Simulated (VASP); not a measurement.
# Al (Fmmm) in VASP: notebook

Al is run at these levels: PBEsol; tasks: single point.

All numbers are computed with VASP 6.6.1; they aren't measurements. Logs are shortened: lines on timing, memory, paths and dates and some standing lists are left out, and cuts for length are marked.

## 1. The cell of the first run

Symmetry: Fmmm, No. 69, orthorhombic system. The conventional cell has a = 3.977 Å, b = 4.048 Å, c = 4.119 Å, α = 90.00°, β = 90.00°, γ = 90.00°. Within 3.7 Å of Al (site symmetry mmm) lie 12 Al at 2.84 to 2.89 Å.

## 2. Single point, PBEsol (strain +0.0175 x Voigt [1, -1, 0, 0, 0, 0])

File INCAR:

```
SYSTEM = Al
PREC = Accurate
ENCUT = 520
EDIFF = 1E-6
ISMEAR = 0
SIGMA = 0.15
LREAL = .False.
LASPH = .True.
NELM = 100
ALGO = Fast
ISIF = 2
LWAVE = .False.
LCHARG = .False.
GGA = PS
NBANDS = 8
```

File KPOINTS:

```
Automatic mesh
0
Gamma
  20 20 20
  0 0 0
```

File POSCAR:

```
Al
1.0
    0.0000000000      1.9885603500      2.0239800000
    2.0593996500      0.0000000000      2.0239800000
    2.0593996500      1.9885603500      0.0000000000
Al
1
Direct
    0.0000000000      0.0000000000      0.0000000000
```

Potentials or basis: VASP PAW PBE potentials, release 64 (Al).

On the command line:

```
$ cat potpaw_PBE.64/Al/POTCAR > POTCAR
$ mpirun -np 1 vasp_std > vasp.out
```

OUTCAR:

```text
SYSTEM = Al
   PREC = Accurate
   ENCUT = 520
   EDIFF = 1E-6
   ISMEAR = 0
   LREAL = .False.
   LASPH = .True.
   NELM = 100
   ISIF = 2
   GGA = PS

 ion  position               nearest neighbor table
   1  0.000  0.000  0.000-

  LATTYP: Found a face centered orthorhombic cell.
 ALAT       =     3.9771207000
 B/A-ratio  =     1.0178117048
 C/A-ratio  =     1.0356234097

  Lattice vectors:

 A1 = (  -2.0593996500,   0.0000000000,  -2.0239800000)
 A2 = (  -2.0593996500,   1.9885603500,   0.0000000000)
 A3 = (   0.0000000000,   1.9885603500,  -2.0239800000)

Analysis of symmetry for initial positions (statically):
=====================================================================
 Subroutine PRICEL returns:
 Original cell was already a primitive cell.

 Routine SETGRP: Setting up the symmetry group for a
 face centered orthorhombic supercell.

 Subroutine GETGRP returns: Found  8 space group operations
 (whereof  8 operations were pure point group operations)
 out of a pool of  8 trial point group operations.

The static configuration has the point symmetry D_2h.

Analysis of symmetry for dynamics (positions and initial velocities):
=====================================================================
 Subroutine PRICEL returns:
 Original cell was already a primitive cell.

 Routine SETGRP: Setting up the symmetry group for a
 face centered orthorhombic supercell.

 Subroutine GETGRP returns: Found  8 space group operations
 (whereof  8 operations were pure point group operations)
 out of a pool of  8 trial point group operations.

The dynamic configuration has the point symmetry D_2h.

 Subroutine INISYM returns: Found  8 space group operations
 (whereof  8 operations are pure point group operations),
 and found     1 'primitive' translations

----------------------------------------------------------------------------------------

                                     Primitive cell

  volume of cell :      16.5774

  direct lattice vectors                    reciprocal lattice vectors
     0.000000000  1.988560350  2.023980000    -0.242789203  0.251438182  0.247038014
     2.059399650  0.000000000  2.023980000     0.242789203 -0.251438182  0.247038014
     2.059399650  1.988560350  0.000000000     0.242789203  0.251438182 -0.247038014

  length of vectors
     2.837405030  2.887494062  2.862778228     0.428013478  0.428013478  0.428013478

  position of ions in fractional coordinates (direct lattice)
     0.000000000  0.000000000  0.000000000

  ion indices of the primitive-cell ions
   primitive index   ion index
[... 73 lines left out ...]
   EDIFF  = 0.1E-05   stopping-criterion for ELM
   LREAL  =      F    real-space projection
   EDIFFG = 0.1E-04   stopping-criterion for IOM
   NSW    =      0    number of steps for IOM
   IBRION =     -1    ionic relax: 0-MD 1-quasi-New 2-CG
   NFREE  =      0    steps in history (QN), initial steepest desc. (CG)
   ISIF   =      2    stress and relaxation
   ISYM   =      2    0-nonsym 1-usesym 2-fastsym
   POTIM  = 0.5000    time-step for ionic-motion
   TEBEG  =    0.0;   TEEND  =   0.0 temperature during run
   PSTRESS=    0.0 pullay stress
   NELECT =       3.0000    total number of electrons
   NUPDOWN=      -1.0000    fix difference up-down
   EMIN   =  10.00;   EMAX   =-10.00  energy-range for DOS
   EFERMI =   0.00;   METHOD = LEGACY
   ISMEAR =     0;   SIGMA  =   0.15  broadening in eV -4-tet -1-fermi 0-gaus
   EFERMI_NEDOS =   21; number of points for ismear=-14 and -15
   IALGO  =     68    algorithm
   IMIX   =      4    mixing-type and parameters
     AMIX     =   0.40;   BMIX     =  1.00
     AMIX_MAG =   1.60;   BMIX_MAG =  1.00
  volume/ion in A,a.u.               =      16.58       111.87
  Fermi-wavevector in a.u.,A,eV,Ry     =   0.925998  1.749882 11.666618  0.857472
  Thomas-Fermi vector in A             =   2.051913
   LORBIT       =      0    0 simple, 1 ext, 2 COOP (PROOUT), +10 PAW based schemes
   GGA     = PS    functional components
   LHFCALC =     F    Hartree Fock is set to
   AEXX    =    0.0000 exact exchange contribution
   IVDW    =     0    specifies the selected vdW correction
   LEPSILON=     F    determine dielectric tensor
   LRPA    =     F    only Hartree local field effects (RPA)
 non-spin polarized calculation
 RMM-DIIS sequential band-by-band and
 Gauss-broadening in eV      SIGMA  =   0.15
  energy-cutoff  :      520.00
  volume of cell :       16.58
 maximum number of plane-waves:       460
 NGX is ok and might be reduce to    24
   NGX = 11   NGY = 11   NGZ = 11

 number of electron       3.0000000 magnetization

 Free energy of the ion-electron system (eV)
  ---------------------------------------------------
  ext. energy  EPLUGINS =         0.00000000
  ---------------------------------------------------
  free energy    TOTEN  =        -4.09079305 eV

  energy without entropy =       -4.08613257  energy(sigma->0) =       -4.08846281

 E-fermi :   7.9302     XC(G=0): -10.2399

 val. band max:        7.9285796200   @ k =  -0.3000   0.2000   0.5000
 cond. band min:       7.9303283233   @ k =  -0.2500   0.5000   0.2500
 fundamental gap:      0.0017487033
 Fermi energy:         7.9301522930

 k-point     1 :       0.0000    0.0000    0.0000
  band No.  band energies     occupation
      1      -3.1964      2.00000
      2      20.2925      0.00000
      3      20.4841      0.00000
      4      20.6691      0.00000
      5      21.8776      0.00000
      6      21.9352      0.00000
      7      21.9835      0.00000
      8      24.3648      0.00000
[... 243 lines left out ...]
 k-point    24 :      -0.3500    0.0500    0.0000
  band No.  band energies     occupation
      1       0.4620      2.00000
      2       7.3585      2.00000
      3      17.1679      0.00000
      4      19.4569      0.00000
      5      19.7505      0.00000
      6      21.3485      0.00000
      7      22.8471      0.00000
      8      25.3723      0.00000

 [... further k-points ...]
[... 5 lines left out ...]
  --------------------------------------------------------------------------------------
  -------------------------------------------------------------------------------------
  Total       -0.2851919     -0.1233038     -0.1525915      0.0000000      0.0000000      0.0000000
  in kB      -27.5633629    -11.9171212    -14.7477318      0.0000000      0.0000000      0.0000000
  external PRESSURE =     -18.0760720 kB  Pullay stress =       0.0000000 kB

 VOLUME and BASIS-vectors are now :
 -----------------------------------------------------------------------------
  energy-cutoff  :      520.00
  volume of cell :       16.58
      direct lattice vectors                 reciprocal lattice vectors
     0.000000000  1.988560350  2.023980000    -0.242789203  0.251438182  0.247038014
     2.059399650  0.000000000  2.023980000     0.242789203 -0.251438182  0.247038014
     2.059399650  1.988560350  0.000000000     0.242789203  0.251438182 -0.247038014

 POSITION                                       TOTAL-FORCE (eV/Angst)
 -----------------------------------------------------------------------------------
      0.00000      0.00000      0.00000         0.000000      0.000000     -0.000000
 -----------------------------------------------------------------------------------
    total drift:                                0.000000     -0.000000     -0.000000

  FREE ENERGIE OF THE ION-ELECTRON SYSTEM (eV)
  ---------------------------------------------------
  free  energy   TOTEN  =        -4.0907930540 eV

  energy  without entropy=       -4.0861325702  energy(sigma->0) =       -4.08846281
```

Run time: 3.1 min. Hardware: 1 thread of AMD EPYC 7R43 (Zen 3), shared host; peak memory 0.21 GiB.

Results:

```yaml
Free_energy: -4.0908 eV
Pressure: -1.8 GPa
```

Stress tensor (GPa, compression positive):
```
-2.76  0.00  0.00
 0.00 -1.19  0.00
 0.00  0.00 -1.47
```

Caveat: the cell differs from its parent crystal (strain +0.0175 x Voigt [1, -1, 0, 0, 0, 0]); the PAW data sets were made with another functional, which shifts forces and pressure a little.

## 3. Single point, PBEsol (strain +0.0125 x Voigt [1, -1, 0, 0, 0, 0])

File INCAR:

```
PREC = Accurate ; ENCUT = 520
EDIFF = 1E-6 ; ISMEAR = 0
SIGMA = 0.15 ; LREAL = False
LASPH = True ; NELM = 60
ALGO = Fast ; ISIF = 2
LWAVE = False ; LCHARG = True
GGA = PS ; LELF = True
LVHAR = True ; NBANDS = 8
```

File KPOINTS:

```
Automatic mesh
0
Gamma
  20 20 20
```

File POSCAR:

```
Al
1.0
    0.0000000000      1.9986802500      2.0239800000
    2.0492797500      0.0000000000      2.0239800000
    2.0492797500      1.9986802500      0.0000000000
Al
1
Direct
    0.0000000000      0.0000000000      0.0000000000
```

Potentials or basis: VASP PAW PBE potentials, release 64 (Al).

On the command line:

```
$ cat potpaw_PBE.64/Al/POTCAR > POTCAR
$ mpirun -np 1 vasp_std > vasp.out
```

It took 3.2 min on 1 thread of AMD EPYC 7R43 (Zen 3), shared host; peak memory 0.21 GiB.

It converged, with:

| Quantity | Value |
| --- | --- |
| Free energy | -4.0914 eV |
| Pressure | -1.8 GPa |

Stress tensor (GPa, compression positive):
```
-2.36  0.00  0.00
 0.00 -1.52  0.00
 0.00  0.00 -1.62
```

Levels at points of the mesh, in eV from the Fermi level:
```tsv
k point	band 1	band 2	band 3	band 4
(0.00, 0.00, 0.00)	-11.13	12.41	12.54	12.67
(0.50, 0.00, 0.00)	-4.61	-4.40	11.03	11.13
(0.50, 0.50, 0.00)	-2.94	-1.64	5.23	5.45
(0.50, 0.00, 0.50)	-2.76	-1.38	5.08	5.26
(0.00, 0.50, 0.50)	-3.12	-1.90	5.36	5.72
```

Caveat: the cell differs from its parent crystal (strain +0.0125 x Voigt [1, -1, 0, 0, 0, 0]); the PAW data sets were made with another functional, which shifts forces and pressure a little.

## 4. Single point, PBEsol (strain +0.0075 x Voigt [1, -1, 0, 0, 0, 0])

File INCAR:

```
SYSTEM = Al
PREC = Accurate ; ENCUT = 520
EDIFF = 1E-6 ; ISMEAR = 0
SIGMA = 0.15 ; LREAL = .False.
LASPH = .True. ; NELM = 80
ALGO = Fast ; ISIF = 2
LWAVE = .False. ; LCHARG = .False.
GGA = PS ; NBANDS = 8
```

File KPOINTS:

```
regular mesh
0
Gamma
  20 20 20
  0 0 0
```

File POSCAR:

```
Al
1.0
    0.0000000000      2.0088001500      2.0239800000
    2.0391598500      0.0000000000      2.0239800000
    2.0391598500      2.0088001500      0.0000000000
Al
1
Direct
    0.0000000000      0.0000000000      0.0000000000
```

On the command line:

```
$ cat potpaw_PBE.64/Al/POTCAR > POTCAR
$ mpirun -np 1 vasp_std > vasp.out
```

It took 3.1 min on 1 thread of AMD EPYC 7R43 (Zen 3), shared host; peak memory 0.2 GiB.

It converged, with:

```
Free energy : -4.0916 eV
Pressure    : -1.9 GPa
```

Stress tensor (GPa, compression positive):
```
-2.02  0.00  0.00
 0.00 -1.76  0.00
 0.00  0.00 -1.77
```

Levels at points of the mesh, in eV from the Fermi level:
```csv
k point,band 1,band 2,band 3,band 4,band 5
"(0.00, 0.00, 0.00)",-11.13,12.45,12.53,12.61,13.96
"(0.50, 0.00, 0.00)",-4.61,-4.41,11.14,11.23,11.46
"(0.50, 0.50, 0.00)",-2.95,-1.64,5.22,5.48,5.58
"(0.50, 0.00, 0.50)",-2.84,-1.49,5.13,5.36,5.42
"(0.00, 0.50, 0.50)",-3.05,-1.80,5.30,5.64,5.69
```

Caveat: the cell differs from its parent crystal (strain +0.0075 x Voigt [1, -1, 0, 0, 0, 0]); the PAW data sets were made with another functional, which shifts forces and pressure a little.

## 5. Single point, PBEsol (strain +0.0025 x Voigt [1, -1, 0, 0, 0, 0])

File INCAR:

```
PREC = Accurate
ENCUT = 520
EDIFF = 1E-7
ISMEAR = 0
SIGMA = 0.15
LREAL = F
LASPH = T
NELM = 100
ALGO = Fast
ISIF = 2
LWAVE = F
LCHARG = F
GGA = PS
NBANDS = 8
```

File KPOINTS:

```
regular mesh
0
Gamma
  20 20 20
```

File POSCAR:

```
Al
1.0
    0.0000000000      2.0189200500      2.0239800000
    2.0290399500      0.0000000000      2.0239800000
    2.0290399500      2.0189200500      0.0000000000
Al
1
Direct
    0.0000000000      0.0000000000      0.0000000000
```

On the command line:

```
$ cat potpaw_PBE.64/Al/POTCAR > POTCAR
$ mpirun -np 1 vasp_std > vasp.out
```

It took 3.8 min on 1 thread of AMD EPYC 7R43 (Zen 3), shared host; peak memory 0.21 GiB.

The run converged. Its results:

```yaml
Free_energy: -4.0917 eV
Pressure: -1.9 GPa
```

Levels at points of the mesh, in eV from the Fermi level:
| k point | band 1 | band 2 | band 3 | band 4 | band 5 |
| --- | --- | --- | --- | --- | --- |
| (0.00, 0.00, 0.00) | -11.14 | 12.50 | 12.53 | 12.55 | 13.97 |
| (0.50, 0.00, 0.00) | -4.61 | -4.41 | 11.25 | 11.32 | 11.35 |
| (0.50, 0.50, 0.00) | -2.95 | -1.65 | 5.21 | 5.51 | 5.54 |
| (0.50, 0.00, 0.50) | -2.91 | -1.60 | 5.18 | 5.47 | 5.49 |
| (0.00, 0.50, 0.50) | -2.98 | -1.70 | 5.24 | 5.56 | 5.58 |

Caveat: the cell differs from its parent crystal (strain +0.0025 x Voigt [1, -1, 0, 0, 0, 0]); the PAW data sets were made with another functional, which shifts forces and pressure a little.

## 6. Summary

| cell | further INCAR settings | gap on the mesh (eV) | pressure (GPa) |
| --- | --- | --- | --- |
| a = 2.837, b = 2.887, c = 2.863 Å, angles 59.1, 60.9, 60.0°, 1 atom | ALGO = Fast; EDIFF = 1e-06; NBANDS = 8 | none | -1.8 |
| a = 2.845, b = 2.880, c = 2.863 Å, angles 59.4, 60.6, 60.0°, 1 atom | ALGO = Fast; EDIFF = 1e-06; NBANDS = 8 | none | -1.8 |
| a = 2.852, b = 2.873, c = 2.862 Å, angles 59.6, 60.4, 60.0°, 1 atom | ALGO = Fast; EDIFF = 1e-06; NBANDS = 8 | none | -1.9 |
| a = 2.859, b = 2.866, c = 2.862 Å, angles 59.9, 60.1, 60.0°, 1 atom | ALGO = Fast; EDIFF = 1e-07; NBANDS = 8 | none | -1.9 |

Alike in all rows: task single point; level PBEsol; potentials or basis VASP PAW PBE potentials, release 64 (Al); no spin polarisation; k mesh 20 × 20 × 20; cutoff (eV) 520; smearing gaussian 0.15 eV.

Caveats: the PAW data sets were made with another functional, which shifts forces and pressure a little.

Absolute energies hang on the potentials; compare differences alone.
